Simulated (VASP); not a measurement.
Here is a VASP 6.6.1 calculation.

File INCAR:

```
  PREC = Accurate
  ENCUT = 600
  EDIFF = 1E-7
  ISMEAR = 0
  SIGMA = 0.1
  LREAL = F
  LASPH = T
  NELM = 100
  ALGO = Normal
  ISIF = 3
  LWAVE = F
  LCHARG = F
  GGA = PE
  IBRION = 2
  NSW = 100
  EDIFFG = -0.01
```

File KPOINTS:

```
regular mesh
0
Gamma
  8 8 8
```

POSCAR

```
BiTe5
1.0
    0.0000000000      4.5013807771      4.5013807771
    4.5013807771      0.0000000000      4.5013807771
    4.5013807771      4.5013807771      0.0000000000
Bi Te
1 5
Direct
    0.0000000000      0.0000000000      0.0000000000
    0.2500000000      0.2500000000      0.2500000000
    0.1261837944      0.6246054019      0.6246054019
    0.6246054019      0.6246054019      0.6246054019
    0.6246054019      0.1261837944      0.6246054019
    0.6246054019      0.6246054019      0.1261837944
```

Potentials or basis: VASP PAW PBE potentials, release 64 (Bi_d, Te).

Launch:

```sh
$ cat potpaw_PBE.64/Bi_d/POTCAR potpaw_PBE.64/Te/POTCAR > POTCAR
$ mpirun -np 1 vasp_std > vasp.out
```

(1) Predict the band gap on the k mesh.

(2) Estimate the space group after relaxing (to 0.1 Å).

Answers

(1) zero (an odd number of electrons rules out a gap without spin polarisation).

(2) F-43m (No. 216).

Caveat: spin-orbit coupling is left out, which moves the levels of the heavy elements; an odd number of electrons without spin polarisation forces a metal; a magnetic or distorted state may lie lower.
